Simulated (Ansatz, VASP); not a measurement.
## Two plane-wave programs on TiSi4Mo

INCAR

```
ALGO = Normal ; EDIFF = 1E-6
ENCUT = 520 ; GGA = PE
ISIF = 2 ; ISMEAR = 0
ISPIN = 2 ; LASPH = T
LCHARG = F ; LMAXMIX = 4
LORBIT = 11 ; LREAL = F
LWAVE = F ; MAGMOM = 1 0 0 0 0 1
NBANDS = 34 ; NELM = 150
PREC = Accurate ; SIGMA = 0.1
```

File KPOINTS:

```
k-points
0
Gamma
  6 6 6
```

The input POSCAR:

```
TiSi4Mo
1.0
    3.5803049576      0.0000000000      0.0000000000
    0.0000000000      1.7556838533      6.7966300132
    0.0000000000     -1.7556838533      6.7966300132
Ti Si Mo
1 4 1
Direct
    0.5000000000      0.8938587350      0.8938587350
    0.5000000000      0.5569386224      0.5569386224
    0.0000000000      0.4367527758      0.4367527758
    0.5000000000      0.2502703330      0.2502703330
    0.0000000000      0.7531394985      0.7531394985
    0.0000000000      0.1090400354      0.1090400354
```

Input for Ansatz:

```yaml
crystal:
  lattice:
    - [3.5803049576, 0.0, 0.0]
    - [0.0, 1.7556838533, 6.7966300132]
    - [0.0, -1.7556838533, 6.7966300132]
  atoms:
    - { symbol: Ti, position: [0.5, 0.893858735, 0.893858735], spin: 1.0 }
    - { symbol: Si, position: [0.5, 0.5569386224, 0.5569386224] }
    - { symbol: Si, position: [0.0, 0.4367527758, 0.4367527758] }
    - { symbol: Si, position: [0.5, 0.250270333, 0.250270333] }
    - { symbol: Si, position: [0.0, 0.7531394985, 0.7531394985] }
    - { symbol: Mo, position: [0.0, 0.1090400354, 0.1090400354], spin: 1.0 }
basis:
  ecutwfc: 420
kpoints:
  mp_grid: { grid: [6, 6, 6] }
hamiltonian:
  xc: pbe
scf:
  occupations: { method: gaussian, width: 0.1 }
  lower_state_search: "off"
output:
  forces: true
  stress: true
  eigenvalues: true
  populations: true
magnetization:
  spin_polarized: true
```

Alike in both runs: task single point; functional PBE; k mesh 6 × 6 × 6; occupations gaussian, width 0.1 eV; collinear spin.

|  | VASP | Ansatz |
| --- | --- | --- |
| version | VASP 6.6.1 | Ansatz 0.2.0 |
| potentials or method | VASP PAW PBE potentials, release 64 (Ti_sv, Si, Mo_sv), cutoff 520 eV | scalar-relativistic, plane waves, PAW |
| valence electrons in the cell | 42 | 42 |

```tsv
	VASP	Ansatz	Ansatz less VASP
gap on the k mesh at the Fermi level (eV)	none	none	-
pressure (GPa)	0.1	0.1	-0.01
traceless stress, the component that is largest in VASP (GPa)	0.26	0.24	-0.021
rms of the force components (eV/Å)	0.007	0.005	-0.0022
net moment per atom (μB)	0.00	0.00	0.000
```

Atom by atom the forces differ by 0.004 eV/Å (rms over components). A gap of «none» marks a metal or a gap that the smearing closes. Ansatz's warnings: seeded moment not kept.
